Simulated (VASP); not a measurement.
GeB4P:

```xyz
6
Lattice="0.0000 3.3556 3.3556 3.3556 0.0000 3.3556 3.3556 3.3556 0.0000" Properties=species:S:1:pos:R:3 pbc="T T T"
Ge    0.0000    0.0000    0.0000
B     2.5174    4.1939    4.1939
B     2.5174    2.5174    2.5174
B     4.1939    2.5174    4.1939
B     4.1939    4.1939    2.5174
P     5.0334    5.0334    5.0334
```

- Program: VASP 6.6.1
- Task: relaxation of cell and atoms
- Functional: PBE
- Potentials or basis: VASP PAW PBE potentials, release 64 (Ge_d, B, P)
- Cutoff: 600 eV
- k mesh: 4 × 4 × 4
- Occupations: gaussian, width 0.1 eV
- Spin: no spin polarisation

At the start: pressure -21.4 GPa; volume 12.60 Å³/atom.

Task: How do energy, volume and symmetry change on relaxing?

Result: Over 27 steps the energy falls by 291.8 meV/atom and the volume is 10.49 Å³/atom (-16.8 %); space group F-43m (No. 216, to 0.05 Å).

Step by step:
| step | energy change (eV) | largest force (eV/Å) | pressure (GPa) | volume (Å³) |
| --- | --- | --- | --- | --- |
| 1 | 0.0000 | 0.0403 | -21.40 | 75.57 |
| 2 | -1.5360 | 0.0587 | -2.90 | 58.62 |
| 3 | -1.5472 | 0.0821 | -0.14 | 57.43 |
| 4 | -1.5466 | 0.0878 | 0.73 | 57.10 |
| 5 | -1.5487 | 0.0930 | -0.33 | 57.46 |
| 6 | -1.5489 | 0.0949 | -0.52 | 57.57 |
| 7 | -1.5511 | 0.1080 | -0.51 | 57.56 |
| 8 | -1.5592 | 0.1379 | -0.41 | 57.54 |
| 9 | -1.5790 | 0.1570 | 0.18 | 57.48 |
| 10 | -1.6103 | 0.0863 | 2.52 | 57.38 |
| 11 | -1.5736 | 0.6820 | 12.00 | 57.18 |
| 12 | -1.6137 | 0.0547 | 3.08 | 57.36 |
| 13 | -1.6167 | 0.0834 | 3.83 | 57.34 |
| 14 | -1.6414 | 0.0656 | 6.49 | 57.26 |
| 15 | -1.6320 | 0.2143 | 4.54 | 57.30 |
| 16 | -1.6421 | 0.0483 | 5.87 | 57.27 |
| 17 | -1.6645 | 0.1254 | 4.10 | 57.99 |
| 18 | -1.6874 | 0.2987 | -0.05 | 59.83 |
| 19 | -1.6935 | 0.2630 | -0.06 | 59.98 |
| 20 | -1.7092 | 0.2224 | 0.28 | 60.44 |
| 21 | -1.7399 | 0.1133 | 1.26 | 61.37 |
| 22 | -1.6275 | 1.4544 | 4.98 | 63.25 |
| 23 | -1.7439 | 0.0035 | 1.62 | 61.59 |
| 24 | -1.7446 | 0.0869 | 1.87 | 61.74 |
| 25 | -1.7495 | 0.1044 | 0.71 | 62.72 |
| 26 | -1.7496 | 0.1094 | 0.50 | 62.87 |
| 27 | -1.7506 | 0.0086 | -0.07 | 62.91 |

Final structure:
```cif
data_structure
_symmetry_space_group_name_H-M 'P 1'
_symmetry_Int_Tables_number 1
_cell_length_a 4.4642
_cell_length_b 4.4642
_cell_length_c 4.4642
_cell_angle_alpha 60.000
_cell_angle_beta 60.000
_cell_angle_gamma 60.000
_cell_volume 62.91
loop_
_atom_site_label
_atom_site_type_symbol
_atom_site_fract_x
_atom_site_fract_y
_atom_site_fract_z
_atom_site_occupancy
Ge1 Ge 0.00000 0.00000 0.00000 1
B1 B 0.95183 0.34939 0.34939 1
B2 B 0.34939 0.34939 0.34939 1
B3 B 0.34939 0.95183 0.34939 1
B4 B 0.34939 0.34939 0.95183 1
P1 P 0.75000 0.75000 0.75000 1
```

Caveat: the k points lie up to 0.43 Å⁻¹ apart in the final cell; the volume moved by over 15 % at a fixed basis, so the end points are rough.
